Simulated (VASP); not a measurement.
# CaO (Fm-3m) in VASP: a series of runs, part 2 of 3

VASP 6.6.1.

## Step 4: Vibrations by perturbation theory, LDA

This run uses another cell than the first one, of 12.42 Å³/atom, 1.047 times its volume.

Input file INCAR:

```
  PREC = Accurate
  ENCUT = 520
  EDIFF = 1E-8
  ISMEAR = 0
  SIGMA = 0.01
  LREAL = False
  LASPH = True
  NELM = 100
  ALGO = Normal
  ISIF = 2
  LWAVE = False
  LCHARG = False
  GGA = CA
  NBANDS = 15
  IBRION = 8
  NSW = 1
```

Input file KPOINTS:

```
regular mesh
0
Gamma
  8 8 8
```

Input file POSCAR:

```
CaO
1.0
    2.3159654973      2.3159654973      0.0000000000
   -2.3159654973      2.3159654973      0.0000000000
    0.0000000000      2.3159654973      2.3159654973
Ca O
1 1
Direct
    0.0000000000      0.0000000000      0.0000000000
    0.5000000000      0.5000000000      0.0000000000
```

Potentials or basis: VASP PAW LDA potentials, release 64 (Ca_sv, O).

On the command line:

```sh
$ cat potpaw_LDA.64/Ca_sv/POTCAR potpaw_LDA.64/O/POTCAR > POTCAR
$ mpirun -np 1 vasp_std > vasp.out
```

OUTCAR:

```text
PREC = Accurate
   ENCUT = 520
   EDIFF = 1E-8
   ISMEAR = 0
   LREAL = False
   LASPH = True
   NELM = 100
   ISIF = 2
   GGA = CA
   IBRION = 8
   NSW = 1

 ion  position               nearest neighbor table
   1  0.000  0.000  0.000-   2 2.32   2 2.32   2 2.32   2 2.32   2 2.32   2 2.32
   2  0.500  0.500  0.000-   1 2.32   1 2.32   1 2.32   1 2.32   1 2.32   1 2.32

  LATTYP: Found a face centered cubic cell.
 ALAT       =     4.6319309946

  Lattice vectors:

 A1 = (   0.0000000000,   2.3159654973,   2.3159654973)
 A2 = (   2.3159654973,   0.0000000000,   2.3159654973)
 A3 = (   2.3159654973,   2.3159654973,   0.0000000000)

Analysis of symmetry for initial positions (statically):
=====================================================================
 Subroutine PRICEL returns:
 Original cell was already a primitive cell.

 Routine SETGRP: Setting up the symmetry group for a
 face centered cubic supercell.

 Subroutine GETGRP returns: Found 48 space group operations
 (whereof 48 operations were pure point group operations)
 out of a pool of 48 trial point group operations.

The static configuration has the point symmetry O_h .

Analysis of symmetry for dynamics (positions and initial velocities):
=====================================================================
 Subroutine PRICEL returns:
 Original cell was already a primitive cell.

 Routine SETGRP: Setting up the symmetry group for a
 face centered cubic supercell.

 Subroutine GETGRP returns: Found 48 space group operations
 (whereof 48 operations were pure point group operations)
 out of a pool of 48 trial point group operations.

The dynamic configuration has the point symmetry O_h .

 Subroutine INISYM returns: Found 48 space group operations
 (whereof 48 operations are pure point group operations),
 and found     1 'primitive' translations

----------------------------------------------------------------------------------------

                                     Primitive cell

  volume of cell :      24.8443

  direct lattice vectors                    reciprocal lattice vectors
     2.315965497  2.315965497  0.000000000     0.215892681  0.215892681 -0.215892681
    -2.315965497  2.315965497  0.000000000    -0.215892681  0.215892681 -0.215892681
     0.000000000  2.315965497  2.315965497     0.000000000  0.000000000  0.431785362

  length of vectors
     3.275269816  3.275269816  3.275269816     0.373937092  0.373937092  0.431785362

  position of ions in fractional coordinates (direct lattice)
     0.000000000  0.000000000  0.000000000
     0.500000000  0.500000000  0.000000000

  ion indices of the primitive-cell ions
   primitive index   ion index
                 1           1
                 2           2

[... 132 lines left out ...]
      3     -14.8921      2.00000
      4     -14.8921      2.00000
      5     -12.7272      2.00000
      6       2.6992      2.00000
      7       2.6992      2.00000
      8       2.6992      2.00000
      9       8.2173      0.00000
     10       9.0471      0.00000
     11       9.0471      0.00000
     12       9.0471      0.00000
     13      10.8181      0.00000
     14      10.8181      0.00000
[... 401 lines left out ...]
      2     -16.3167      2.00000
      3     -15.2591      2.00000
      4     -15.0824      2.00000
      5     -11.3712      2.00000
      6       0.4178      2.00000
      7       1.4425      2.00000
      8       1.4542      2.00000
      9       9.7635      0.00000
     10       9.8345      0.00000
     11      12.0681      0.00000
     12      12.4819      0.00000
     13      13.8202      0.00000
     14      15.6219      0.00000
     15      17.8663      0.00000

 [... further k-points ...]
[... 5 lines left out ...]
  --------------------------------------------------------------------------------------
  -------------------------------------------------------------------------------------
  Total        1.2721407      1.2721407      1.2721407      0.0000000     -0.0000000      0.0000000
  in kB       82.0388324     82.0388324     82.0388324      0.0000000     -0.0000000      0.0000000
  external PRESSURE =      82.0388324 kB  Pullay stress =       0.0000000 kB

 VOLUME and BASIS-vectors are now :
 -----------------------------------------------------------------------------
  energy-cutoff  :      520.00
  volume of cell :       24.84
      direct lattice vectors                 reciprocal lattice vectors
     2.315965497  2.315965497  0.000000000     0.215892681  0.215892681 -0.215892681
    -2.315965497  2.315965497  0.000000000    -0.215892681  0.215892681 -0.215892681
     0.000000000  2.315965497  2.315965497     0.000000000  0.000000000  0.431785362

 POSITION                                       TOTAL-FORCE (eV/Angst)
 -----------------------------------------------------------------------------------
      0.00000      0.00000      0.00000         0.000000      0.000000      0.000000
      0.00000      2.31597      0.00000        -0.000000     -0.000000      0.000000
 -----------------------------------------------------------------------------------
    total drift:                                0.000000     -0.000000     -0.000000

  FREE ENERGIE OF THE ION-ELECTRON SYSTEM (eV)
  ---------------------------------------------------
  free  energy   TOTEN  =       -14.1845384557 eV

  energy  without entropy=      -14.1845384557  energy(sigma->0) =      -14.18453846

[... ionic steps 2 to 3 ...]

--------------------------------------- Ionic step        4  -------------------------------------------

------------------------ aborting loop because EDIFF is reached ----------------------------------------

[... ionic steps 5 to 6 ...]

--------------------------------------- Ionic step        7  -------------------------------------------

 Free energy of the ion-electron system (eV)
  ---------------------------------------------------
  ---------------------------------------------------
  free energy    TOTEN  =        -0.35682696 eV

  energy without entropy =       -0.35682696

------------------------ aborting loop because EDIFF is reached ----------------------------------------

 INTERNAL STRAIN TENSOR  FOR ION    2  DIRECTION 1   (eV/Angst):
 -----------------------------------------------------------------------------
    -0.02015  0.00000  0.00000
    -0.00000  0.01312  0.00000
    -0.00000  0.00000  0.01312

 INTERNAL STRAIN TENSOR FOR ION    2 for displacements in x,y,z  (eV/Angst):
          X           Y           Z          XY          YZ          ZX
  --------------------------------------------------------------------------------
  x     0.00000     0.00000     0.00000     0.00000     0.00000     0.00000
  y     0.00000     0.00000     0.00000     0.00000     0.00000     0.00000
  z     0.00000     0.00000     0.00000     0.00000     0.00000     0.00000

 SECOND DERIVATIVES (NOT SYMMETRIZED)
 ------------------------------------
               1X          1Y          1Z          2X          2Y          2Z
  1X    -4.704673   -0.000000    0.000000    4.704673    0.000000   -0.000000
  1Y     0.000000   -4.704673   -0.000000   -0.000000    4.704673    0.000000
  1Z     0.000000   -0.000000   -4.704673   -0.000000    0.000000    4.704673
  2X     4.685336   -0.000000    0.000000   -4.685336    0.000000   -0.000000
  2Y     0.000000    4.685336   -0.000000   -0.000000   -4.685336    0.000000
  2Z     0.000000   -0.000000    4.685336   -0.000000    0.000000   -4.685336

 Eigenvectors and eigenvalues of the dynamical matrix
 ----------------------------------------------------

   1 f  =   10.012905 THz    62.912936 2PiTHz  333.994550 cm-1    41.410028 meV
             X         Y         Z           dx          dy          dz
      0.000000  0.000000  0.000000    -0.534937    0.000000    0.000000
      0.000000  2.315965  0.000000     0.844892   -0.000000    0.000000
[... 21 lines left out ...]
   6 f/i=    0.009319 THz     0.058555 2PiTHz    0.310858 cm-1     0.038542 meV
             X         Y         Z           dx          dy          dz
      0.000000  0.000000  0.000000     0.000000   -0.363367   -0.762762
      0.000000  2.315965  0.000000     0.000000   -0.230063   -0.482938

--------------------------------------------------------------------------------------------------------

 ELASTIC MODULI CONTR FROM IONIC RELAXATION (kBar)
 Direction    XX          YY          ZZ          XY          YZ          ZX
 --------------------------------------------------------------------------------
 XX           0.0000      0.0000      0.0000      0.0000      0.0000      0.0000
 YY           0.0000      0.0000      0.0000      0.0000      0.0000      0.0000
 ZZ           0.0000      0.0000      0.0000      0.0000      0.0000      0.0000
 XY           0.0000      0.0000      0.0000      0.0000      0.0000      0.0000
 YZ           0.0000      0.0000      0.0000      0.0000      0.0000      0.0000
 ZX           0.0000      0.0000      0.0000      0.0000      0.0000      0.0000
 --------------------------------------------------------------------------------
```

It took 31 s on 1 thread of Intel Xeon 6975P-C (Granite Rapids), shared host; peak memory 0.17 GiB.

What came out:

```yaml
Highest_phonon_frequency_at_Γ_LO-TO_splitting_left_out: 334 cm⁻¹
```

Phonon frequencies in cm⁻¹ (negative: imaginary):
```
              q point        frequencies
(0.000, 0.000, 0.000)  0 0 0 334 334 334
```

Caveat: the cell wasn't relaxed at this level first, which shifts response properties.

[end of part 2 of 3]
